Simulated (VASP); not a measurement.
A run of VASP 6.6.1:

INCAR

```
SYSTEM = CdF2
ALGO = Normal ; EDIFF = 1E-8
ENCUT = 520 ; GGA = PE
ISIF = 2 ; ISMEAR = 0
LASPH = .True. ; LCHARG = .False.
LEPSILON = .True. ; LREAL = .False.
LWAVE = .False. ; NELM = 100
PREC = Accurate ; SIGMA = 0.01
```

The input KPOINTS:

```
k-points
0
Gamma
  6 6 6
  0 0 0
```

Contents of POSCAR:

```
CdF2
1.0
    0.0000000000      2.6825811146      2.6825811146
    2.6825811146      0.0000000000      2.6825811146
    2.6825811146      2.6825811146      0.0000000000
Cd F
1 2
Direct
    0.0000000000      0.0000000000      0.0000000000
    0.2500000000      0.2500000000      0.2500000000
    0.7500000000      0.7500000000      0.7500000000
```

Potentials or basis: VASP PAW PBE potentials, release 64 (Cd, F).

The run is started by

```console
$ cat potpaw_PBE.64/Cd/POTCAR potpaw_PBE.64/F/POTCAR > POTCAR
$ mpirun -np 1 vasp_std > vasp.out
```

Hardware: 1 thread of Intel(R) Xeon(R) Platinum 8259CL CPU @ 2.50GHz (Skylake/Cascade Lake), with other jobs on the host.

Task: How long does it take, and how much memory?

Result: It took 120 s on 1 thread of Intel(R) Xeon(R) Platinum 8259CL CPU @ 2.50GHz (Skylake/Cascade Lake), on a shared host, peak memory 0.2 GiB. Counts: scf iterations 97, k points 16.
